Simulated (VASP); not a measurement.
# SbP5 (P6/mmm) in VASP: notebook

SbP5 is run at these levels: PBE; tasks: single point, relaxation of cell and atoms.

Everything below comes from runs of VASP 6.6.1. Logs are shortened: lines on timing, memory, paths and dates and some standing lists are left out, and cuts for length are marked.

### 1 The cell of the first run

The structure is hexagonal, space group P6/mmm (No. 191). Conventional cell: a = 4.695 Å, b = 4.695 Å, c = 5.474 Å, α = 90.00°, β = 90.00°, γ = 120.00°. Within 3.6 Å of Sb (site symmetry 6/mmm) lie 8 P at 2.71 to 2.74 Å. P (site symmetry -6m2) has 8 P at 2.71 to 2.74 Å within 3.6 Å. Within 3.6 Å of P (site symmetry 6/mmm) lie 6 P at 2.71 Å and 2 Sb at 2.74 Å. P (site symmetry -6m2) has 5 P at 2.71 to 2.74 Å and 3 Sb at 2.71 Å within 3.6 Å.

The cell was generated, and may not be a known phase.

### 2 Single point, PBE

INCAR

```
  PREC = Accurate
  ENCUT = 520
  EDIFF = 1E-6
  ISMEAR = 0
  SIGMA = 0.1
  LREAL = F
  LASPH = T
  NELM = 100
  ALGO = Normal
  ISIF = 2
  LWAVE = F
  LCHARG = F
  GGA = PE
  NBANDS = 24
```

KPOINTS

```
regular mesh
0
Gamma
  6 6 2
```

POSCAR

```
SbP5
1.0
    4.6951298154     -0.0000000033      0.0000000000
   -2.3475649048      4.0661016958      0.0000000000
    0.0000000000      0.0000000000      5.4736344873
Sb P
1 5
Direct
    0.0000000000      0.0000000000      0.5000000000
    0.3333333333      0.6666666667      0.0000000000
    0.6666666667      0.3333333333      0.0000000000
    0.0000000000      0.0000000000      0.0000000000
    0.3333333333      0.6666666667      0.5000000000
    0.6666666667      0.3333333333      0.5000000000
```

Potentials or basis: VASP PAW PBE potentials, release 64 (Sb, P).

On the command line:

```sh
> cat potpaw_PBE.64/Sb/POTCAR potpaw_PBE.64/P/POTCAR > POTCAR
> mpirun -np 1 vasp_std > vasp.out
```

OUTCAR:

```text
PREC = Accurate
   ENCUT = 520
   EDIFF = 1E-6
   ISMEAR = 0
   LREAL = F
   LASPH = T
   NELM = 100
   ISIF = 2
   GGA = PE

 ion  position               nearest neighbor table
   1  0.000  0.000  0.500-   5 2.71   6 2.71   5 2.71   6 2.71   6 2.71   5 2.71   4 2.74   4 2.74

   2  0.333  0.667  0.000-   3 2.71   4 2.71   3 2.71   4 2.71   4 2.71   3 2.71   5 2.74   5 2.74

   3  0.667  0.333  0.000-   2 2.71   4 2.71   2 2.71   4 2.71   4 2.71   2 2.71   6 2.74   6 2.74

   4  0.000  0.000  0.000-   2 2.71   3 2.71   2 2.71   3 2.71   3 2.71   2 2.71   1 2.74   1 2.74

   5  0.333  0.667  0.500-   6 2.71   1 2.71   6 2.71   1 2.71   1 2.71   6 2.71   2 2.74   2 2.74

   6  0.667  0.333  0.500-   5 2.71   1 2.71   5 2.71   1 2.71   1 2.71   5 2.71   3 2.74   3 2.74

  LATTYP: Found a hexagonal cell.
 ALAT       =     4.6951298154
 C/A-ratio  =     1.1658111069

  Lattice vectors:

 A1 = (   4.6951298154,  -0.0000000033,   0.0000000000)
 A2 = (  -2.3475649048,   4.0661016958,   0.0000000000)
 A3 = (   0.0000000000,   0.0000000000,   5.4736344873)

Analysis of symmetry for initial positions (statically):
=====================================================================
 Subroutine PRICEL returns:
 Original cell was already a primitive cell.

 Routine SETGRP: Setting up the symmetry group for a
 hexagonal supercell.

 Subroutine GETGRP returns: Found 24 space group operations
 (whereof 24 operations were pure point group operations)
 out of a pool of 24 trial point group operations.

The static configuration has the point symmetry D_6h.

Analysis of symmetry for dynamics (positions and initial velocities):
=====================================================================
 Subroutine PRICEL returns:
 Original cell was already a primitive cell.

 Routine SETGRP: Setting up the symmetry group for a
 hexagonal supercell.

 Subroutine GETGRP returns: Found 24 space group operations
 (whereof 24 operations were pure point group operations)
 out of a pool of 24 trial point group operations.

The dynamic configuration has the point symmetry D_6h.

 Subroutine INISYM returns: Found 24 space group operations
 (whereof 24 operations are pure point group operations),
 and found     1 'primitive' translations

----------------------------------------------------------------------------------------

                                     Primitive cell

  volume of cell :     104.4965

  direct lattice vectors                    reciprocal lattice vectors
[... 89 lines left out ...]
   NFREE  =      0    steps in history (QN), initial steepest desc. (CG)
   ISIF   =      2    stress and relaxation
   ISYM   =      2    0-nonsym 1-usesym 2-fastsym
   POTIM  = 0.5000    time-step for ionic-motion
   TEBEG  =    0.0;   TEEND  =   0.0 temperature during run
   PSTRESS=    0.0 pullay stress
   NELECT =      30.0000    total number of electrons
   NUPDOWN=      -1.0000    fix difference up-down
   EMIN   =  10.00;   EMAX   =-10.00  energy-range for DOS
   EFERMI =   0.00;   METHOD = LEGACY
   ISMEAR =     0;   SIGMA  =   0.10  broadening in eV -4-tet -1-fermi 0-gaus
   EFERMI_NEDOS =   21; number of points for ismear=-14 and -15
   IALGO  =     38    algorithm
   IMIX   =      4    mixing-type and parameters
     AMIX     =   0.40;   BMIX     =  1.00
     AMIX_MAG =   1.60;   BMIX_MAG =  1.00
  volume/ion in A,a.u.               =      17.42       117.53
  Fermi-wavevector in a.u.,A,eV,Ry     =   1.079977  2.040862 15.869174  1.166351
  Thomas-Fermi vector in A             =   2.215957
   LORBIT       =      0    0 simple, 1 ext, 2 COOP (PROOUT), +10 PAW based schemes
   GGA     = PE    functional components
   LHFCALC =     F    Hartree Fock is set to
   AEXX    =    0.0000 exact exchange contribution
   IVDW    =     0    specifies the selected vdW correction
   LEPSILON=     F    determine dielectric tensor
   LRPA    =     F    only Hartree local field effects (RPA)
 non-spin polarized calculation
 Gauss-broadening in eV      SIGMA  =   0.10
  energy-cutoff  :      520.00
  volume of cell :      104.50
 maximum number of plane-waves:      2835
 NGX is ok and might be reduce to    36
   NGX = 17   NGY = 17   NGZ = 21

 number of electron      30.0000004 magnetization

 Free energy of the ion-electron system (eV)
  ---------------------------------------------------
  ext. energy  EPLUGINS =         0.00000000
  ---------------------------------------------------
  free energy    TOTEN  =       -27.28687961 eV

  energy without entropy =      -27.26306563  energy(sigma->0) =      -27.27497262

 E-fermi :   8.7055     XC(G=0): -10.8596

 val. band max:        8.6969573739   @ k =   0.3333   0.0000   0.5000
 cond. band min:       8.7371846023   @ k =   0.3333   0.1667   0.5000
 fundamental gap:      0.0402272284
 Fermi energy:         8.7054511941

 k-point     1 :       0.0000    0.0000    0.0000
  band No.  band energies     occupation
      1      -6.5217      2.00000
      2      -3.6310      2.00000
      3      -0.1860      2.00000
      4       0.0963      2.00000
      5       1.1939      2.00000
      6       2.8415      2.00000
[... 367 lines left out ...]
     23      13.7108      0.00000
     24      13.7108      0.00000

------------------------ aborting loop because EDIFF is reached ----------------------------------------

  FORCE on cell =-STRESS in cart. coord.  units (eV):
  Direction    XX          YY          ZZ          XY          YZ          ZX
  --------------------------------------------------------------------------------------
  -------------------------------------------------------------------------------------
  Total       -0.0442529     -0.0442529     -0.0576737     -0.0000000      0.0000000      0.0000000
  in kB       -0.6785011     -0.6785011     -0.8842736     -0.0000000      0.0000000      0.0000000
  external PRESSURE =      -0.7470919 kB  Pullay stress =       0.0000000 kB

 VOLUME and BASIS-vectors are now :
 -----------------------------------------------------------------------------
  energy-cutoff  :      520.00
  volume of cell :      104.50
      direct lattice vectors                 reciprocal lattice vectors
     4.695129815 -0.000000003  0.000000000     0.212986656  0.122967903  0.000000000
    -2.347564905  4.066101696  0.000000000     0.000000000  0.245935807  0.000000000
     0.000000000  0.000000000  5.473634487     0.000000000  0.000000000  0.182693967

 POSITION                                       TOTAL-FORCE (eV/Angst)
 -----------------------------------------------------------------------------------
      0.00000      0.00000      2.73682        -0.000000      0.000000     -0.000000
      0.00000      2.71073      0.00000        -0.000000      0.000000     -0.000000
      2.34756      1.35537      0.00000         0.000000      0.000000     -0.000000
      0.00000      0.00000      0.00000        -0.000000      0.000000     -0.000000
      0.00000      2.71073      2.73682        -0.000000      0.000000     -0.000000
      2.34756      1.35537      2.73682         0.000000     -0.000000      0.000000
 -----------------------------------------------------------------------------------
    total drift:                               -0.000000     -0.000000      0.000000

  FREE ENERGIE OF THE ION-ELECTRON SYSTEM (eV)
  ---------------------------------------------------
  free  energy   TOTEN  =       -27.2868796089 eV

  energy  without entropy=      -27.2630656335  energy(sigma->0) =      -27.27497262
```

It took 14 s on 1 thread of Intel Xeon 6975P-C (Granite Rapids), shared host; peak memory 0.22 GiB.

Results:

```yaml
Free_energy: -27.2869 eV
Pressure: -0.1 GPa
Band_gap_on_the_k_mesh: zero (bands 15 and 16 overlap by 4.36 eV)
```

Levels at points of the mesh, in eV from the Fermi level:
| k point | band 12 | band 13 | band 14 | band 15 | band 16 | band 17 | band 18 | band 19 |
| --- | --- | --- | --- | --- | --- | --- | --- | --- |
| (0.00, 0.00, 0.00) | -2.99 | -2.99 | -2.90 | -2.90 | -2.59 | -2.49 | 2.48 | 4.08 |
| (0.50, 0.00, 0.00) | -1.17 | -1.05 | 0.74 | 1.02 | 1.20 | 1.51 | 2.09 | 2.63 |
| (0.00, 0.00, 0.50) | -4.19 | -4.11 | -4.11 | -3.50 | -3.34 | 1.34 | 1.37 | 1.81 |
| (0.50, 0.00, 0.50) | -1.60 | -0.08 | -0.07 | 0.17 | 0.35 | 1.08 | 1.14 | 1.45 |

Caveat: the k points lie up to 0.57 Å⁻¹ apart, too coarse for converged energies and pressures of a metal; spin-orbit coupling is left out, which moves the levels of the heavy elements.

### 3 Single point, PBE

This run uses another cell than the first one, of 25.84 Å³/atom.

INCAR

```
ALGO = Normal
EDIFF = 1E-7
ENCUT = 520
GGA = PE
ISIF = 2
ISMEAR = 0
LASPH = True
LCHARG = False
LREAL = False
LWAVE = False
NBANDS = 24
NELM = 60
PREC = Accurate
SIGMA = 0.1
```

KPOINTS

```
k-points
0
Gamma
  6 6 2
```

POSCAR

```
SbP5
1.0
    4.1301670300      0.0000000000      0.0000000000
   -2.0650835100      3.5768295700      0.0000000000
    0.0000000000      0.0000000000     10.4963568800
Sb P
1 5
Direct
    0.0000000000      0.0000000000      0.5000000000
    0.3333333300      0.6666666700      0.0000000000
    0.6666666700      0.3333333300      0.0000000000
    0.0000000000      0.0000000000      0.0000000000
    0.3333333300      0.6666666700      0.5000000000
    0.6666666700      0.3333333300      0.5000000000
```

Potentials or basis: VASP PAW PBE potentials, release 64 (Sb, P).

On the command line:

```sh
> cat potpaw_PBE.64/Sb/POTCAR potpaw_PBE.64/P/POTCAR > POTCAR
> mpirun -np 1 vasp_std > vasp.out
```

It took 29 s on 1 thread of Intel Xeon 6975P-C (Granite Rapids), shared host; peak memory 0.27 GiB.

The run converged. Its results:

* Free energy: -22.3044 eV
* Pressure: 20.7 GPa
* Band gap on the k mesh: zero (bands 15 and 16 overlap by 5.18 eV)

Stress tensor (GPa, compression positive):
```
31.22  0.00  0.00
 0.00 31.22  0.00
 0.00  0.00 -0.38
```

Levels at points of the mesh, in eV from the Fermi level:
```
           k point  band 13  band 14  band 15  band 16  band 17  band 18  band 19  band 20
(0.00, 0.00, 0.00)    -5.23    -5.09    -5.09    -3.18     1.81     2.11     2.33     2.36
(0.50, 0.00, 0.00)     0.92     1.22     1.99     2.00     2.42     2.52     2.53     2.71
(0.00, 0.00, 0.50)    -5.23    -5.09    -5.09    -3.18     2.13     2.33     2.35     2.71
(0.50, 0.00, 0.50)     0.96     1.18     2.01     2.01     2.42     2.52     2.53     2.73
```

Caveat: the stress differs along the axes, from -0 to 31 GPa; spin-orbit coupling is left out, which moves the levels of the heavy elements; this functional lacks dispersion, which binds layers or chains, so the pressure and a relaxed spacing across them are unreliable.

### 4 Single point, PBE

This run uses another cell than the first one, of 17.59 Å³/atom.

INCAR

```
  PREC = Accurate
  ENCUT = 520
  EDIFF = 1E-6
  ISMEAR = 0
  SIGMA = 0.1
  LREAL = F
  LASPH = T
  NELM = 80
  ALGO = Normal
  ISIF = 2
  LWAVE = F
  LCHARG = F
  GGA = PE
  NBANDS = 24
```

KPOINTS

```
regular mesh
0
Gamma
  6 6 4
```

POSCAR

```
SbP5
1.0
    4.8290303996      0.0000000000      0.0000000000
   -2.4145151998      4.1820630017      0.0000000000
    0.0000000000      0.0000000000      5.2268601988
Sb P
1 5
Direct
    0.0000000000      0.0000000000      0.5000000000
    0.3333333333      0.6666666667      0.0000000000
    0.6666666667      0.3333333333      0.0000000000
    0.0000000000      0.0000000000      0.0000000000
    0.3333333333      0.6666666667      0.5000000000
    0.6666666667      0.3333333333      0.5000000000
```

Potentials or basis: VASP PAW PBE potentials, release 64 (Sb, P).

On the command line:

```sh
> cat potpaw_PBE.64/Sb/POTCAR potpaw_PBE.64/P/POTCAR > POTCAR
> mpirun -np 1 vasp_std > vasp.out
```

OUTCAR:

```text
PREC = Accurate
   ENCUT = 520
   EDIFF = 1E-6
   ISMEAR = 0
   LREAL = F
   LASPH = T
   NELM = 80
   ISIF = 2
   GGA = PE

 ion  position               nearest neighbor table
   1  0.000  0.000  0.500-   4 2.61   4 2.61   6 2.79   5 2.79   5 2.79   6 2.79   6 2.79   5 2.79

   2  0.333  0.667  0.000-   5 2.61   5 2.61   3 2.79   4 2.79   3 2.79   4 2.79   4 2.79   3 2.79

   3  0.667  0.333  0.000-   6 2.61   6 2.61   2 2.79   4 2.79   2 2.79   4 2.79   4 2.79   2 2.79

   4  0.000  0.000  0.000-   1 2.61   1 2.61   3 2.79   2 2.79   2 2.79   3 2.79   3 2.79   2 2.79

   5  0.333  0.667  0.500-   2 2.61   2 2.61   6 2.79   1 2.79   6 2.79   1 2.79   1 2.79   6 2.79
[... 772 lines left out ...]
  Total       -0.0829297     -0.0829297     -0.0134960      0.0000000     -0.0000000      0.0000000
  in kB       -1.2587199     -1.2587199     -0.2048439      0.0000000     -0.0000000      0.0000000
  external PRESSURE =      -0.9074279 kB  Pullay stress =       0.0000000 kB

 VOLUME and BASIS-vectors are now :
 -----------------------------------------------------------------------------
  energy-cutoff  :      520.00
  volume of cell :      105.56
      direct lattice vectors                 reciprocal lattice vectors
     4.829030400  0.000000000  0.000000000     0.207080908  0.119558218  0.000000000
    -2.414515200  4.182063002  0.000000000     0.000000000  0.239116436  0.000000000
     0.000000000  0.000000000  5.226860199     0.000000000  0.000000000  0.191319446

 POSITION                                       TOTAL-FORCE (eV/Angst)
 -----------------------------------------------------------------------------------
      0.00000      0.00000      2.61343        -0.000000      0.000000      0.000000
     -0.00000      2.78804      0.00000         0.000000     -0.000000      0.000000
      2.41452      1.39402      0.00000        -0.000000      0.000000      0.000000
      0.00000      0.00000      0.00000        -0.000000      0.000000      0.000000
     -0.00000      2.78804      2.61343        -0.000000     -0.000000      0.000000
      2.41452      1.39402      2.61343         0.000000      0.000000     -0.000000
 -----------------------------------------------------------------------------------
    total drift:                               -0.000000     -0.000000      0.000000

  FREE ENERGIE OF THE ION-ELECTRON SYSTEM (eV)
  ---------------------------------------------------
  free  energy   TOTEN  =       -27.9750392890 eV

  energy  without entropy=      -27.9674073908  energy(sigma->0) =      -27.97122334
```

It took 19 s on 1 thread of Intel Xeon 6975P-C (Granite Rapids), shared host; peak memory 0.23 GiB.

Results:

```
Free energy            : -27.9750 eV
Pressure               : -0.1 GPa
Band gap on the k mesh : zero (bands 15 and 16 overlap by 3.25 eV)
```

Caveat: spin-orbit coupling is left out, which moves the levels of the heavy elements.

### 5 Relaxation of cell and atoms, PBE

This run uses another cell than the first one, of 25.84 Å³/atom.

INCAR

```
  ALGO = Normal
  EDIFF = 1E-6
  EDIFFG = -0.04
  ENCUT = 600
  GGA = PE
  IBRION = 2
  ISIF = 3
  ISMEAR = 0
  LASPH = True
  LCHARG = False
  LREAL = False
  LWAVE = False
  NELM = 60
  NSW = 90
  PREC = Accurate
  SIGMA = 0.1
```

KPOINTS

```
k-points
0
Gamma
  6 6 2
```

POSCAR

```
SbP5
1.0
    4.1301670300      0.0000000000      0.0000000000
   -2.0650835100      3.5768295700      0.0000000000
    0.0000000000      0.0000000000     10.4963568800
Sb P
1 5
Direct
    0.0000000000      0.0000000000      0.5000000000
    0.3333333300      0.6666666700      0.0000000000
    0.6666666700      0.3333333300      0.0000000000
    0.0000000000      0.0000000000      0.0000000000
    0.3333333300      0.6666666700      0.5000000000
    0.6666666700      0.3333333300      0.5000000000
```

On the command line:

```sh
> cat potpaw_PBE.64/Sb/POTCAR potpaw_PBE.64/P/POTCAR > POTCAR
> mpirun -np 1 vasp_std > vasp.out
```

Wall time 6.9 min (1 thread of Intel Xeon 6975P-C (Granite Rapids), shared host); peak memory 0.37 GiB.

It converged, with:

```
Free energy                           : -27.2857 eV
Relaxed volume                        : 17.42 Å³/atom
Relaxed cell                          : a = 4.700 Å, b = 4.700 Å, c = 5.464 Å, α = 90.00°, β = 90.00°, γ = 120.00°
Space group after relaxing (to 0.1 Å) : P6/mmm (No. 191)
Energy gained by relaxing             : 830.0 meV/atom
Ionic steps                           : 22
Pressure after relaxing               : -0.1 GPa
Band gap on the k mesh                : zero (bands 15 and 16 overlap by 4.32 eV)
```

Stress tensor (GPa, compression positive):
```
-0.31  0.00  0.00
 0.00 -0.31  0.00
 0.00  0.00  0.24
```

Step by step:
```csv
step,energy change (eV),largest force (eV/Å),pressure (GPa),volume (Å³)
1,0.0000,0.0000,20.69,155.06
2,0.2816,0.0000,-7.67,238.89
3,-2.4447,0.0000,-1.01,187.89
4,-2.4539,0.0000,-0.41,186.22
5,-2.4549,0.0000,-0.12,185.46
6,-2.4563,0.0000,-0.12,184.89
7,-2.4605,0.0000,-0.13,183.19
8,-2.4700,0.0000,-0.15,179.80
9,-2.4930,0.0000,-0.21,173.00
10,-2.5560,0.0000,-0.35,159.40
11,-2.8709,0.0000,-0.35,132.18
12,-0.5814,0.0000,51.67,77.68
13,-3.0250,0.0000,-0.18,127.21
14,-4.4706,0.0000,5.23,102.45
15,-4.2361,0.0000,17.86,90.07
16,-4.6943,0.0000,8.09,97.91
17,-4.6995,0.0000,9.61,96.15
18,-4.7404,0.0000,8.77,96.71
19,-4.8411,0.0000,6.44,98.37
20,-4.9565,0.0000,2.56,101.75
21,-4.9180,0.0000,-3.49,108.71
22,-4.9802,0.0000,-0.12,104.53
```

Final structure:
```
CELL_PARAMETERS angstrom
4.69995 0.00000 0.00000
-2.34998 4.07028 0.00000
0.00000 0.00000 5.46392
ATOMIC_POSITIONS crystal
Sb 0.00000 0.00000 0.50000
P 0.33333 0.66667 0.00000
P 0.66667 0.33333 0.00000
P 0.00000 0.00000 0.00000
P 0.33333 0.66667 0.50000
P 0.66667 0.33333 0.50000
```

Levels at points of the mesh, in eV from the Fermi level:
| k point | band 11 | band 12 | band 13 | band 14 | band 15 | band 16 | band 17 | band 18 | band 19 |
| --- | --- | --- | --- | --- | --- | --- | --- | --- | --- |
| (0.00, 0.00, 0.00) | -4.64 | -2.97 | -2.97 | -2.89 | -2.89 | -2.62 | -2.52 | 2.54 | 4.30 |
| (0.50, 0.00, 0.00) | -3.36 | -1.19 | -1.08 | 0.72 | 1.00 | 1.19 | 1.51 | 2.09 | 2.63 |
| (0.00, 0.00, 0.50) | -4.19 | -4.19 | -4.10 | -4.10 | -3.48 | -3.32 | 1.34 | 1.37 | 1.81 |
| (0.50, 0.00, 0.50) | -1.75 | -1.59 | -0.09 | -0.08 | 0.15 | 0.35 | 1.09 | 1.14 | 1.56 |

Caveat: the volume moved by over 15 % at a fixed basis, so the end points are rough; spin-orbit coupling is left out, which moves the levels of the heavy elements.

### 6 Summary

| task | cell | k mesh | cutoff (eV) | gap on the mesh (eV) | pressure (GPa) |
| --- | --- | --- | --- | --- | --- |
| single point | a = 4.695, b = 4.695, c = 5.474 Å, angles 90.0, 90.0, 120.0°, 6 atoms | 6 × 6 × 2 | 520 | none | -0.1 |
| single point | a = 4.130, b = 4.130, c = 10.496 Å, angles 90.0, 90.0, 120.0°, 6 atoms | 6 × 6 × 2 | 520 | none | 20.7 |
| single point | a = 4.829, b = 4.829, c = 5.227 Å, angles 90.0, 90.0, 120.0°, 6 atoms | 6 × 6 × 4 | 520 | none | -0.1 |
| relaxation of cell and atoms | relaxed from a = 4.130, b = 4.130, c = 10.496 Å, angles 90.0, 90.0, 120.0°, 6 atoms | 6 × 6 × 2 | 600 | none | -0.1 |

Alike in all rows: level PBE; potentials or basis VASP PAW PBE potentials, release 64 (Sb, P); no spin polarisation; smearing gaussian 0.1 eV.

Caveats: some runs use coarse meshes; spin-orbit coupling is left out, which moves the levels of the heavy elements; the stress differs along the axes, from -0 to 31 GPa (at least some runs); this functional lacks dispersion, which binds layers or chains, so the pressure and a relaxed spacing across them are unreliable (at least some runs); the volume moved by over 15 % at a fixed basis, so the end points are rough (at least some runs).

Absolute energies hang on the potentials; compare differences alone.

The gap in the log of VASP goes by the Fermi energy; the results here count the filled bands.